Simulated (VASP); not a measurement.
A run of VASP 6.6.1:

The input INCAR:

```
PREC     = Accurate       # precision mode
ENCUT    = 520            # plane-wave cutoff, eV
EDIFF    = 1E-7           # SCF threshold, eV
ISMEAR   = 0              # smearing method
SIGMA    = 0.15           # smearing width, eV
LREAL    = False          # projectors in reciprocal space
LASPH    = True           # aspherical terms in the spheres
NELM     = 60             # most SCF steps
ALGO     = Fast           # electronic algorithm
ISIF     = 2              # what is computed and relaxed
LWAVE    = False          # write WAVECAR
LCHARG   = False          # write CHGCAR
GGA      = PE             # functional
NBANDS   = 21             # bands
```

KPOINTS

```
Automatic mesh
0
Gamma
  12 12 12
```

Contents of POSCAR:

```
Sn
1.0
    0.0000000000      3.3105120000      3.2456000000
    3.1806880000      0.0000000000      3.2456000000
    3.1806880000      3.3105120000      0.0000000000
Sn
2
Direct
    0.5000000000      0.5000000000      0.5000000000
    0.7500000000      0.7500000000      0.7500000000
```

Potentials or basis: VASP PAW PBE potentials, release 64 (Sn_d).

Run with:

```bash
$ cat potpaw_PBE.64/Sn_d/POTCAR > POTCAR
$ mpirun -np 1 vasp_std > vasp.out
```

Hardware: 1 thread of Intel(R) Xeon(R) 6975P-C (Granite Rapids), on a shared host.

Task: Estimate the wall time of this run.

Result: Run time: 3.1 min on 1 thread of Intel(R) Xeon(R) 6975P-C (Granite Rapids) (shared host), peak memory 0.42 GiB. Counts: scf iterations 14, k points 280.
